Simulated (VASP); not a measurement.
# KF (Imm2) in VASP: single point with PBE

Aim: the single point of KF with PBE.

Everything below comes from runs of VASP 6.6.1. Logs are shortened: lines on timing, memory, paths and dates and some standing lists are left out, and cuts for length are marked.

### 1 The cell of the first run

The structure is orthorhombic, space group Imm2 (No. 44). Conventional cell: a = 3.951 Å, b = 5.141 Å, c = 3.750 Å, α = 90.00°, β = 90.00°, γ = 90.00°. Within 3.2 Å of K (site symmetry mm2) lie 6 F at 2.36 to 3.15 Å. F (site symmetry mm2) has 6 K at 2.36 to 3.15 Å within 3.2 Å.

### 2 Single point, PBE

The input, INCAR:

```
  PREC = Accurate
  ENCUT = 600
  EDIFF = 1E-6
  ISMEAR = 0
  SIGMA = 0.1
  LREAL = False
  LASPH = True
  NELM = 120
  ALGO = Normal
  ISIF = 2
  LWAVE = False
  LCHARG = False
  GGA = PE
  NBANDS = 15
  GGA_COMPAT = False
```

The input, KPOINTS:

```
Automatic mesh
0
Gamma
  6 6 6
```

The input, POSCAR:

```
KF
1.0
   -1.9753652800      2.5705884700      1.8748038800
    1.9753652800     -2.5705884700      1.8748038800
    1.9753652800      2.5705884700     -1.8748038800
K F
1 1
Direct
    0.0767486800      0.0767486800      0.0000000000
    0.4232513200      0.9232513200      0.5000000000
```

Potentials or basis: VASP PAW PBE potentials, release 64 (K_sv, F).

Run with:

```console
$ cat potpaw_PBE.64/K_sv/POTCAR potpaw_PBE.64/F/POTCAR > POTCAR
$ mpirun -np 1 vasp_std > vasp.out
```

OUTCAR:

```text
PREC = Accurate
   ENCUT = 600
   EDIFF = 1E-6
   ISMEAR = 0
   LREAL = False
   LASPH = True
   NELM = 120
   ISIF = 2
   GGA = PE

 ion  position               nearest neighbor table
   1  0.077  0.077  0.000-   2 2.36   2 2.36   2 2.63   2 2.63
   2  0.423  0.923  0.500-   1 2.36   1 2.36   1 2.63   1 2.63

  LATTYP: Found a body centered orthorhombic cell.
 ALAT       =     3.7496077600
 B/A-ratio  =     1.0536383571
 C/A-ratio  =     1.3711239332

  Lattice vectors:

 A1 = (   1.9753652800,  -2.5705884700,   1.8748038800)
 A2 = (  -1.9753652800,  -2.5705884700,  -1.8748038800)
 A3 = (   1.9753652800,   2.5705884700,  -1.8748038800)

Analysis of symmetry for initial positions (statically):
=====================================================================
 Subroutine PRICEL returns:
 Original cell was already a primitive cell.

 Routine SETGRP: Setting up the symmetry group for a
 body centered orthorhombic supercell.

 Subroutine GETGRP returns: Found  4 space group operations
 (whereof  4 operations were pure point group operations)
 out of a pool of  8 trial point group operations.

The static configuration has the point symmetry C_2v.

Analysis of symmetry for dynamics (positions and initial velocities):
=====================================================================
 Subroutine PRICEL returns:
 Original cell was already a primitive cell.

 Routine SETGRP: Setting up the symmetry group for a
 body centered orthorhombic supercell.

 Subroutine GETGRP returns: Found  4 space group operations
 (whereof  4 operations were pure point group operations)
 out of a pool of  8 trial point group operations.

The dynamic configuration has the point symmetry C_2v.

 Subroutine INISYM returns: Found  4 space group operations
 (whereof  4 operations are pure point group operations),
 and found     1 'primitive' translations

----------------------------------------------------------------------------------------

                                     Primitive cell

  volume of cell :      38.0799

  direct lattice vectors                    reciprocal lattice vectors
    -1.975365280  2.570588470  1.874803880     0.000000000  0.194507991  0.266694562
     1.975365280 -2.570588470  1.874803880     0.253117742  0.000000000  0.266694562
     1.975365280  2.570588470 -1.874803880     0.253117742  0.194507991  0.000000000

  length of vectors
     3.744980996  3.744980996  3.744980996     0.330089909  0.367688157  0.319220849

  position of ions in fractional coordinates (direct lattice)
     0.076748680  0.076748680  0.000000000
     0.423251320  0.923251320  0.500000000

  ion indices of the primitive-cell ions
   primitive index   ion index
                 1           1
                 2           2

----------------------------------------------------------------------------------------

 KPOINTS: Automatic mesh

Automatic generation of k-mesh.
 Grid dimensions read from file:
 generate k-points for:    6    6    6

 Generating k-lattice:

  Cartesian coordinates                     Fractional coordinates (reciprocal lattice)
     0.000000000  0.032417999  0.044449094     0.166666667  0.000000000 -0.000000000
     0.042186290  0.000000000  0.044449094     0.000000000  0.166666667 -0.000000000
     0.042186290  0.032417999  0.000000000     0.000000000  0.000000000  0.166666667

  Length of vectors
     0.055014985  0.061281360  0.053203475

  Shift w.r.t. Gamma in fractional coordinates (k-lattice)
     0.000000000  0.000000000  0.000000000

 Subroutine IBZKPT returns following result:
 ===========================================

 Found     46 irreducible k-points:

 Following reciprocal coordinates:
            Coordinates               Weight
  0.000000  0.000000  0.000000      1.000000
  0.166667 -0.000000  0.000000      4.000000
  0.333333 -0.000000  0.000000      4.000000
  0.500000 -0.000000  0.000000      2.000000
 -0.000000  0.166667  0.000000      4.000000
  0.166667  0.166667  0.000000      8.000000
[... 16 lines left out ...]
 -0.166667  0.166667  0.166667      2.000000
  0.166667  0.333333  0.166667      4.000000
 [... further k-points ...]
   k-points           NKPTS =     46   k-points in BZ     NKDIM =     46   number of bands    NBANDS=     15
   number of dos      NEDOS =    301   number of ions     NIONS =      2
   total plane-waves  NPLWV =  27000
   dimension x,y,z NGX =    30 NGY =   30 NGZ =   30
   dimension x,y,z NGXF=    60 NGYF=   60 NGZF=   60
   ions per type =               1   1
   NGX,Y,Z   is equivalent  to a cutoff of  13.32, 13.32, 13.32 a.u.
   NGXF,Y,Z  is equivalent  to a cutoff of  26.63, 26.63, 26.63 a.u.
 SYSTEM =  unknown system
   PREC   = accura    normal or accurate (medium, high low for compatibility)
   ISTART =      0    job   : 0-new  1-cont  2-samecut
   ICHARG =      2    charge: 1-file 2-atom 10-const
   ISPIN  =      1    spin polarized calculation?
   LNONCOLLINEAR =      F non collinear calculations
   LSORBIT =      F    spin-orbit coupling
   LASPH  =      T    aspherical Exc in radial PAW
   ENCUT  =  600.0 eV  44.10 Ry    6.64 a.u.   7.48  7.48  7.48*2*pi/ulx,y,z
   NELM   =    120;   NELMIN=  2; NELMDL= -5     # of ELM steps
   EDIFF  = 0.1E-05   stopping-criterion for ELM
   LREAL  =      F    real-space projection
   EDIFFG = 0.1E-04   stopping-criterion for IOM
   NSW    =      0    number of steps for IOM
   IBRION =     -1    ionic relax: 0-MD 1-quasi-New 2-CG
   NFREE  =      0    steps in history (QN), initial steepest desc. (CG)
   ISIF   =      2    stress and relaxation
   ISYM   =      2    0-nonsym 1-usesym 2-fastsym
   POTIM  = 0.5000    time-step for ionic-motion
   TEBEG  =    0.0;   TEEND  =   0.0 temperature during run
   PSTRESS=    0.0 pullay stress
   NELECT =      16.0000    total number of electrons
   NUPDOWN=      -1.0000    fix difference up-down
   EMIN   =  10.00;   EMAX   =-10.00  energy-range for DOS
   EFERMI =   0.00;   METHOD = LEGACY
   ISMEAR =     0;   SIGMA  =   0.10  broadening in eV -4-tet -1-fermi 0-gaus
   EFERMI_NEDOS =   21; number of points for ismear=-14 and -15
   IALGO  =     38    algorithm
   IMIX   =      4    mixing-type and parameters
     AMIX     =   0.40;   BMIX     =  1.00
     AMIX_MAG =   1.60;   BMIX_MAG =  1.00
  volume/ion in A,a.u.               =      19.04       128.49
  Fermi-wavevector in a.u.,A,eV,Ry     =   1.226167  2.317119 20.456156  1.503485
  Thomas-Fermi vector in A             =   2.361178
   LORBIT       =      0    0 simple, 1 ext, 2 COOP (PROOUT), +10 PAW based schemes
   GGA     = PE    functional components
   LHFCALC =     F    Hartree Fock is set to
   AEXX    =    0.0000 exact exchange contribution
   IVDW    =     0    specifies the selected vdW correction
   LEPSILON=     F    determine dielectric tensor
   LRPA    =     F    only Hartree local field effects (RPA)
 non-spin polarized calculation
 Gauss-broadening in eV      SIGMA  =   0.10
  energy-cutoff  :      600.00
  volume of cell :       38.08
 maximum number of plane-waves:      1287
 NGX is ok and might be reduce to    30
   NGX = 15   NGY = 15   NGZ = 15

 number of electron      15.9999994 magnetization

 Free energy of the ion-electron system (eV)
  ---------------------------------------------------
  ext. energy  EPLUGINS =         0.00000000
  ---------------------------------------------------
  free energy    TOTEN  =        -8.05560450 eV

  energy without entropy =       -8.05560450  energy(sigma->0) =       -8.05560450

 E-fermi :  -2.3257     XC(G=0):  -8.3679

 val. band max:       -2.8939169404   @ k =  -0.1667   0.3333  -0.0000
 cond. band min:       3.2528962015   @ k =   0.0000   0.0000   0.0000
 fundamental gap:      6.1468131419
 Fermi energy:        -2.3257112989

 k-point     1 :       0.0000    0.0000    0.0000
  band No.  band energies     occupation
      1     -28.8152      2.00000
      2     -21.5379      2.00000
      3     -12.1046      2.00000
      4     -12.0446      2.00000
      5     -12.0362      2.00000
      6      -2.9796      2.00000
      7      -2.9764      2.00000
      8      -2.9364      2.00000
      9       3.2529      0.00000
     10       7.5937      0.00000
     11       8.5738      0.00000
     12       8.6504      0.00000
     13      10.0287      0.00000
     14      10.3390      0.00000
     15      13.9691      0.00000

 k-point     2 :       0.1667   -0.0000    0.0000
  band No.  band energies     occupation
      1     -28.7887      2.00000
      2     -21.5593      2.00000
      3     -12.1374      2.00000
      4     -12.1247      2.00000
      5     -12.0473      2.00000
      6      -3.1975      2.00000
      7      -3.0041      2.00000
      8      -2.9965      2.00000
      9       4.0238      0.00000
     10       7.9364      0.00000
     11       7.9737      0.00000
     12       8.9398      0.00000
     13      10.1737      0.00000
     14      10.5202      0.00000
     15      15.3326      0.00000

 k-point     3 :       0.3333   -0.0000    0.0000
  band No.  band energies     occupation
      1     -28.7349      2.00000
      2     -21.6028      2.00000
      3     -12.3129      2.00000
      4     -12.1643      2.00000
      5     -12.0794      2.00000
      6      -3.4887      2.00000
      7      -3.1247      2.00000
      8      -3.1159      2.00000
      9       5.6684      0.00000
     10       7.4167      0.00000
     11       8.5937      0.00000
     12       9.7411      0.00000
     13      10.8342      0.00000
     14      10.9294      0.00000
     15      14.7172      0.00000
[... 343 lines left out ...]
 k-point    23 :      -0.1667    0.1667    0.1667
  band No.  band energies     occupation
      1     -28.7513      2.00000
      2     -21.6380      2.00000
      3     -12.1656      2.00000
      4     -12.1568      2.00000
      5     -12.0533      2.00000
      6      -3.2395      2.00000
      7      -3.0304      2.00000
      8      -2.9485      2.00000
      9       4.6799      0.00000
     10       7.2414      0.00000
     11       8.1627      0.00000
     12       9.3057      0.00000
     13      10.2747      0.00000
     14      11.2036      0.00000
     15      16.2174      0.00000

 k-point    24 :       0.1667    0.3333    0.1667
  band No.  band energies     occupation
      1     -28.6768      2.00000
      2     -21.6685      2.00000
      3     -12.5635      2.00000
      4     -12.2970      2.00000
      5     -12.0789      2.00000
      6      -3.2483      2.00000
      7      -3.0163      2.00000
      8      -2.9368      2.00000
      9       6.3082      0.00000
     10       7.1170      0.00000
     11       8.3103      0.00000
     12      10.8322      0.00000
     13      11.2730      0.00000
     14      12.0674      0.00000
     15      13.2686      0.00000

 [... further k-points ...]

------------------------ aborting loop because EDIFF is reached ----------------------------------------

  FORCE on cell =-STRESS in cart. coord.  units (eV):
  Direction    XX          YY          ZZ          XY          YZ          ZX
  --------------------------------------------------------------------------------------
  -------------------------------------------------------------------------------------
  Total        2.1271653      0.5603091      1.0967212      0.0000000      0.0000000      0.0000000
  in kB       89.4985517     23.5744961     46.1435495      0.0000000      0.0000000      0.0000000
  external PRESSURE =      53.0721991 kB  Pullay stress =       0.0000000 kB

 VOLUME and BASIS-vectors are now :
 -----------------------------------------------------------------------------
  energy-cutoff  :      600.00
  volume of cell :       38.08
      direct lattice vectors                 reciprocal lattice vectors
    -1.975365280  2.570588470  1.874803880     0.000000000  0.194507991  0.266694562
     1.975365280 -2.570588470  1.874803880     0.253117742  0.000000000  0.266694562
     1.975365280  2.570588470 -1.874803880     0.253117742  0.194507991  0.000000000

 POSITION                                       TOTAL-FORCE (eV/Angst)
 -----------------------------------------------------------------------------------
      0.00000      0.00000      0.28778         0.000000      0.000000     -0.863686
      1.97537      0.00000      1.58703        -0.000000     -0.000000      0.863686
 -----------------------------------------------------------------------------------
    total drift:                                0.000000     -0.000000     -0.000173

  FREE ENERGIE OF THE ION-ELECTRON SYSTEM (eV)
  ---------------------------------------------------
  free  energy   TOTEN  =        -8.0556045046 eV

  energy  without entropy=       -8.0556045046  energy(sigma->0) =       -8.05560450
```

Wall time 20 s (1 thread of Intel Xeon 8259CL, shared host); peak memory 0.18 GiB.

What came out:

- Free energy: -8.0556 eV
- Pressure: 5.3 GPa
- Largest force: 0.864 eV/Å
- Band gap on the k mesh: 6.15 eV (least direct gap 6.19 eV)

Forces on the atoms (eV/Å):
```
K    0.000  0.000 -0.864
F    0.000  0.000  0.864
```

Stress tensor (GPa, compression positive):
```
8.95 0.00 0.00
0.00 2.36 0.00
0.00 0.00 4.61
```

Caveat: the stress differs along the axes, from 2 to 9 GPa.
